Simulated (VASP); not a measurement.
# ZnS (F-43m) in VASP: vibrations by perturbation theory with PBE

Aim: the vibrations by perturbation theory of ZnS with PBE.

Everything below comes from runs of VASP 6.6.1. Logs are shortened: lines on timing, memory, paths and dates and some standing lists are left out, and cuts for length are marked.

### Step 1. The cell of the first run

It takes space group F-43m (No. 216, cubic). Conventional cell: a = 5.442 Å, b = 5.442 Å, c = 5.442 Å, α = 90.00°, β = 90.00°, γ = 90.00°. Zn (site symmetry -43m) has 4 S at 2.36 Å within 3.1 Å. S (site symmetry -43m) has 4 Zn at 2.36 Å within 3.1 Å.

### Step 2. Vibrations by perturbation theory, PBE

INCAR

```
PREC = Accurate ; ENCUT = 520
EDIFF = 1E-8 ; ISMEAR = 0
SIGMA = 0.01 ; LREAL = F
LASPH = T ; NELM = 60
ALGO = Normal ; ISIF = 2
LWAVE = F ; LCHARG = F
GGA = PE ; IBRION = 8
NSW = 1 ; LEPSILON = T
```

KPOINTS

```
Automatic mesh
0
Gamma
  8 8 8
```

POSCAR

```
ZnS
1.0
    0.0000000000      2.7211543805      2.7211543805
    2.7211543805      0.0000000000      2.7211543805
    2.7211543805      2.7211543805      0.0000000000
Zn S
1 1
Direct
    0.0000000000      0.0000000000      0.0000000000
    0.7500000000      0.7500000000      0.7500000000
```

Potentials or basis: VASP PAW PBE potentials, release 64 (Zn, S).

Run with:

```sh
$ cat potpaw_PBE.64/Zn/POTCAR potpaw_PBE.64/S/POTCAR > POTCAR
$ mpirun -np 1 vasp_std > vasp.out
```

OUTCAR:

```text
PREC = Accurate
   ENCUT = 520
   EDIFF = 1E-8
   ISMEAR = 0
   LREAL = F
   LASPH = T
   NELM = 60
   ISIF = 2
   GGA = PE
   IBRION = 8
   NSW = 1
   LEPSILON = T

 ion  position               nearest neighbor table
   1  0.000  0.000  0.000-   2 2.36   2 2.36   2 2.36   2 2.36
   2  0.750  0.750  0.750-   1 2.36   1 2.36   1 2.36   1 2.36

  LATTYP: Found a face centered cubic cell.
 ALAT       =     5.4423087610

  Lattice vectors:

 A1 = (   0.0000000000,   2.7211543805,   2.7211543805)
 A2 = (   2.7211543805,   0.0000000000,   2.7211543805)
 A3 = (   2.7211543805,   2.7211543805,   0.0000000000)

Analysis of symmetry for initial positions (statically):
=====================================================================
 Subroutine PRICEL returns:
 Original cell was already a primitive cell.

 Routine SETGRP: Setting up the symmetry group for a
 face centered cubic supercell.

 Subroutine GETGRP returns: Found 24 space group operations
 (whereof 24 operations were pure point group operations)
 out of a pool of 48 trial point group operations.

The static configuration has the point symmetry T_d .

Analysis of symmetry for dynamics (positions and initial velocities):
=====================================================================
 Subroutine PRICEL returns:
 Original cell was already a primitive cell.

 Routine SETGRP: Setting up the symmetry group for a
 face centered cubic supercell.

 Subroutine GETGRP returns: Found 24 space group operations
 (whereof 24 operations were pure point group operations)
 out of a pool of 48 trial point group operations.

The dynamic configuration has the point symmetry T_d .

 Subroutine INISYM returns: Found 24 space group operations
 (whereof 24 operations are pure point group operations),
 and found     1 'primitive' translations

----------------------------------------------------------------------------------------
[... 615 lines left out ...]
     0.00000  0.01509  4.83011
     0.00000  4.83011  0.01509

 MACROSCOPIC STATIC DIELECTRIC TENSOR (including local field effects in DFT)
 ------------------------------------------------------
           6.021775    -0.000000     0.000000
           0.000000     6.021775     0.000000
           0.000000    -0.000000     6.021775
 ------------------------------------------------------

 PIEZOELECTRIC TENSOR (including local field effects)  for field in x, y, z        (e  Angst)
          XX          YY          ZZ          XY          YZ          ZX
  --------------------------------------------------------------------------------
  x    -0.00000     0.00000    -0.00000     0.00000     1.73551    -0.00000
  y     0.00000     0.00000    -0.00000     0.00000     0.00000     1.73551
  z     0.00000    -0.00000    -0.00000     1.73551     0.00000     0.00000

 PIEZOELECTRIC TENSOR (including local field effects)  for field in x, y, z        (C/m^2)
          XX          YY          ZZ          XY          YZ          ZX
  --------------------------------------------------------------------------------
  x    -0.00000     0.00000    -0.00000     0.00000     0.69000    -0.00000
  y     0.00000     0.00000    -0.00000     0.00000     0.00000     0.69000
  z     0.00000    -0.00000    -0.00000     0.69000     0.00000     0.00000

 BORN EFFECTIVE CHARGES (including local field effects) (in |e|, cummulative output)
 ---------------------------------------------------------------------------------
 ion    1
    1     2.04398     0.00000     0.00000
    2     0.00000     2.04398     0.00000
    3     0.00000    -0.00000     2.04398
 ion    2
    1    -2.04398     0.00000    -0.00000
    2    -0.00000    -2.04398    -0.00000
    3    -0.00000     0.00000    -2.04398

 INTERNAL STRAIN TENSOR FOR ION    2 for displacements in x,y,z  (eV/Angst):
          X           Y           Z          XY          YZ          ZX
  --------------------------------------------------------------------------------
  x    -0.00000     0.00000     0.00000     0.00000     4.83011     0.00000
  y     0.00000     0.00000     0.00000     0.00000     0.00000     4.83011
  z     0.00000     0.00000    -0.00000     4.83011     0.00000     0.00000

 SECOND DERIVATIVES (NOT SYMMETRIZED)
 ------------------------------------
               1X          1Y          1Z          2X          2Y          2Z
  1X    -5.409817    0.000000    0.000000    5.409817    0.000000    0.000000
  1Y     0.000000   -5.409817    0.000000    0.000000    5.409817    0.000000
  1Z     0.000000    0.000000   -5.409817    0.000000    0.000000    5.409817
  2X     5.399770    0.000000    0.000000   -5.399770    0.000000    0.000000
  2Y     0.000000    5.399770    0.000000    0.000000   -5.399770    0.000000
  2Z     0.000000    0.000000    5.399770    0.000000    0.000000   -5.399770

 Eigenvectors and eigenvalues of the dynamical matrix
 ----------------------------------------------------

   1 f  =    7.834252 THz    49.224057 2PiTHz  261.322518 cm-1    32.399848 meV
             X         Y         Z           dx          dy          dz
      0.000000  0.000000  0.000000     0.573970   -0.000000    0.000000
      4.081732  4.081732  4.081732    -0.818877    0.000000    0.000000
[... 21 lines left out ...]
   6 f/i=    0.003422 THz     0.021504 2PiTHz    0.114159 cm-1     0.014154 meV
             X         Y         Z           dx          dy          dz
      0.000000  0.000000  0.000000     0.348590   -0.703768   -0.231850
      4.081732  4.081732  4.081732     0.244335   -0.493287   -0.162509

--------------------------------------------------------------------------------------------------------

 MACROSCOPIC STATIC DIELECTRIC TENSOR IONIC CONTRIBUTION
 ------------------------------------------------------
           3.470966     0.000000     0.000000
           0.000000     3.470966    -0.000000
           0.000000    -0.000000     3.470966
 ------------------------------------------------------

 ELASTIC MODULI CONTR FROM IONIC RELAXATION (kBar)
 Direction    XX          YY          ZZ          XY          YZ          ZX
 --------------------------------------------------------------------------------
 XX          -0.0000      0.0000      0.0000     -0.0000      0.0000      0.0000
 YY           0.0000     -0.0000      0.0000     -0.0000     -0.0000     -0.0000
 ZZ           0.0000      0.0000     -0.0000      0.0000     -0.0000      0.0000
 XY          -0.0000     -0.0000      0.0000   -171.6089      0.0000      0.0000
 YZ           0.0000     -0.0000     -0.0000      0.0000   -171.6089      0.0000
 ZX           0.0000     -0.0000      0.0000      0.0000      0.0000   -171.6089
 --------------------------------------------------------------------------------

 PIEZOELECTRIC TENSOR IONIC CONTR  for field in x, y, z        (C/m^2)
          XX          YY          ZZ          XY          YZ          ZX
  --------------------------------------------------------------------------------
  x     0.00000    -0.00000    -0.00000    -0.00000    -0.72622     0.00000
  y     0.00000    -0.00000     0.00000     0.00000    -0.00000    -0.72622
  z    -0.00000    -0.00000     0.00000    -0.72622    -0.00000     0.00000
```

stdout:

```text
POSCAR found type information on POSCAR ZnS
 POSCAR found :  2 types and       2 ions
 scaLAPACK will be used
 LDA part: xc-table for (Slater+PW92), standard interpolation
 POSCAR, INCAR and KPOINTS ok, starting setup
 FFT: planning ... GRIDC
 FFT: planning ... GRID_SOFT
 FFT: planning ... GRID
 WAVECAR not read
 entering main loop
[... 23 lines left out ...]
  Direction:   3
 dielectric tensor                  component  3 :     0.891     0.891     6.022
 Linear response DOF=           2
 Linear response progress:
 first order change of Fermi-energy   0.32487E+00
 force on displaced ion       1 direction 1 :  -5.410   0.000   0.000
 Born effective charge ion    1 direction 1 :   2.036   0.000   0.000
 Linear response progress:
 first order change of Fermi-energy  -0.32456E+00
 force on displaced ion       2 direction 1 :  -5.400  -0.000  -0.000
 Born effective charge ion    2 direction 1 :  -2.051   0.000   0.000
 Born effective charges drift removed
 Linear response finished
```

Run time: 12 min. Hardware: 1 thread of Intel Xeon 8259CL, shared host; peak memory 0.28 GiB.

What came out:

| Property | Result |
| --- | --- |
| Electronic dielectric tensor (diagonal) | 6.02 |
| Born charges (mean of the diagonal) | Zn +2.04; S -2.04 e |
| Highest phonon frequency at Γ, LO-TO splitting left out | 261 cm⁻¹ |

Phonon frequencies in cm⁻¹ (negative: imaginary):
```
              q point        frequencies
(0.000, 0.000, 0.000)  0 0 0 261 261 261
```

Electronic dielectric tensor:
```
6.02 0.00 0.00
0.00 6.02 0.00
0.00 0.00 6.02
```

Born effective charge tensors (e):
atom 1, Zn
```
2.04 0.00 0.00
0.00 2.04 0.00
0.00 0.00 2.04
```
atom 2, S
```
-2.04  0.00  0.00
 0.00 -2.04  0.00
 0.00  0.00 -2.04
```
